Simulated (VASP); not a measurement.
A run of VASP 6.6.1 is set up as follows.

File INCAR:

```
SYSTEM = Hf
ALGO = Normal
DIPOL = 0.5 0.5 0.406
EDIFF = 1E-6
ENCUT = 400
GGA = PE
GGA_COMPAT = .False.
IDIPOL = 3
ISIF = 2
ISMEAR = 1
IVDW = 12
LASPH = .True.
LCHARG = .True.
LDIPOL = .True.
LELF = .True.
LREAL = .False.
LVACPOTAV = .True.
LVHAR = .True.
LWAVE = .False.
NBANDS = 72
NELM = 120
NELMDL = -8
PREC = Accurate
SIGMA = 0.1
```

The input KPOINTS:

```
k-points
0
Gamma
  6 6 1
  0 0 0
```

The input POSCAR:

```
Hf
1.0
   -0.0000000286      6.1849724041      0.0000000000
   -5.3563432093     -3.0924862268      0.0000000000
    0.0000000000      0.0000000000     23.3067976068
Hf
12
Direct
    0.3333333333      0.1666666667      0.3003415621
    0.3333333333      0.6666666667      0.3003415621
    0.8333333333      0.1666666667      0.3003415621
    0.8333333333      0.6666666667      0.3003415621
    0.1666666667      0.3333333333      0.4052404300
    0.1706328620      0.8369768112      0.4045413406
    0.6663439491      0.3293671380      0.4045413406
    0.6630231888      0.8336560509      0.4045413406
    0.3360971121      0.1714202689      0.5151169558
    0.3285797311      0.6646768433      0.5151169558
    0.8353231567      0.1639028879      0.5151169558
    0.8333333333      0.6666666667      0.5113705474
```

Potentials or basis: VASP PAW PBE potentials, release 64 (Hf_pv).

Run with:

```sh
$ cat potpaw_PBE.64/Hf_pv/POTCAR > POTCAR
$ mpirun -np 1 vasp_std > vasp.out
```

Question: What does it give for the dispersion energy per atom?

Answer: -0.314 eV.

Question: Predict the largest force.

Answer: 0.392 eV/Å.

Forces in eV/Å, atoms in the order of the input:
```
Hf  -0.024 -0.002 -0.130
Hf   0.014 -0.020 -0.130
Hf   0.010  0.022 -0.130
Hf   0.000  0.000 -0.144
Hf   0.000  0.000  0.384
Hf   0.113 -0.150  0.344
Hf  -0.186 -0.023  0.344
Hf   0.073  0.173  0.344
Hf   0.115 -0.009 -0.296
Hf  -0.050  0.104 -0.296
Hf  -0.066 -0.095 -0.296
Hf   0.000  0.000  0.005
```
